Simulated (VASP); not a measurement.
Write the native input for VASP 6.6.1 that does the following.

* Task: single point
* Functional: r2SCAN
* Potentials or basis: VASP PAW PBE potentials, release 64 (P, As, Ga_d)
* Cutoff: 520 eV
* k mesh: 12 × 12 × 2
* Occupations: fermi-dirac, width 0.02 eV
* Spin: no spin polarisation
* Dipole correction: no
* Further INCAR settings: ALGO = Normal; EDIFF = 1e-07; NBANDS = 46

Crystal: Ga4AsP3.

```xyz
8
Lattice="3.8791 0.0000 0.0000 -1.9396 3.3594 0.0000 0.0000 0.0000 12.8008" Properties=species:S:1:pos:R:3 pbc="T T T"
P     1.9396    1.1198   -0.0433
P     1.9396    1.1198    6.4391
P     0.0000    2.2396    9.5973
As    0.0000    2.2396    3.1904
Ga    1.9396    1.1198   10.3840
Ga    1.9396    1.1198    4.0737
Ga    0.0000    2.2396    7.2248
Ga    0.0000    2.2396    0.7365
```

The input as run:

POSCAR

```
Ga4AsP3
1.0
    3.8791059595      0.0000000000      0.0000000000
   -1.9395529798      3.3594043049      0.0000000000
    0.0000000000      0.0000000000     12.8007804358
P As Ga
3 1 4
Direct
    0.6666666667      0.3333333333     -0.0033836958
    0.6666666667      0.3333333333      0.5030265244
    0.3333333333      0.6666666667      0.7497448543
    0.3333333333      0.6666666667      0.2492323969
    0.6666666667      0.3333333333      0.8112019483
    0.6666666667      0.3333333333      0.3182382251
    0.3333333333      0.6666666667      0.5644023799
    0.3333333333      0.6666666667      0.0575373670
```

INCAR.step1

```
PREC     = Accurate       # precision mode
ENCUT    = 520            # plane-wave cutoff, eV
ISMEAR   = -1             # smearing method
SIGMA    = 0.02           # smearing width, eV
LREAL    = F              # projectors in reciprocal space
LASPH    = T              # aspherical terms in the spheres
NELM     = 100            # most SCF steps
NBANDS   = 46             # bands
GGA      = PE             # functional
ALGO     = Normal         # electronic algorithm
EDIFF    = 1E-4           # SCF threshold, eV
LWAVE    = T              # write WAVECAR
LCHARG   = F              # write CHGCAR
```

INCAR.step2

```
PREC     = Accurate       # precision mode
ENCUT    = 520            # plane-wave cutoff, eV
EDIFF    = 1E-7           # SCF threshold, eV
ISMEAR   = -1             # smearing method
SIGMA    = 0.02           # smearing width, eV
LREAL    = F              # projectors in reciprocal space
LASPH    = T              # aspherical terms in the spheres
NELM     = 100            # most SCF steps
ALGO     = Normal         # electronic algorithm
ISIF     = 2              # what is computed and relaxed
LWAVE    = F              # write WAVECAR
LCHARG   = T              # write CHGCAR
METAGGA  = R2SCAN         # meta-GGA
LMIXTAU  = T            
LELF     = T              # ELF
LVHAR    = T            
NBANDS   = 46             # bands
ISTART   = 1
```

KPOINTS

```
Automatic mesh
0
Gamma
  12 12 2
```

Potentials or basis: VASP PAW PBE potentials, release 64 (P, As, Ga_d).

Run with:

```bash
$ cat potpaw_PBE.64/P/POTCAR potpaw_PBE.64/As/POTCAR potpaw_PBE.64/Ga_d/POTCAR > POTCAR
$ cp INCAR.step1 INCAR
$ mpirun -np 1 vasp_std > vasp.out
$ cp INCAR.step2 INCAR
$ mpirun -np 1 vasp_std > vasp.out
```

Results of the run:

| Property | Result |
| --- | --- |
| Pressure | 0.0 GPa |
| Largest force | 0.018 eV/Å |
| Band gap on the k mesh | 1.39 eV |

Caveat: the PAW data sets were made with another functional, which shifts forces and pressure a little.

Run time: 36 min on 1 thread of Oxide Virtual Turin-like Processor, with other jobs on the host, peak memory 0.43 GiB.
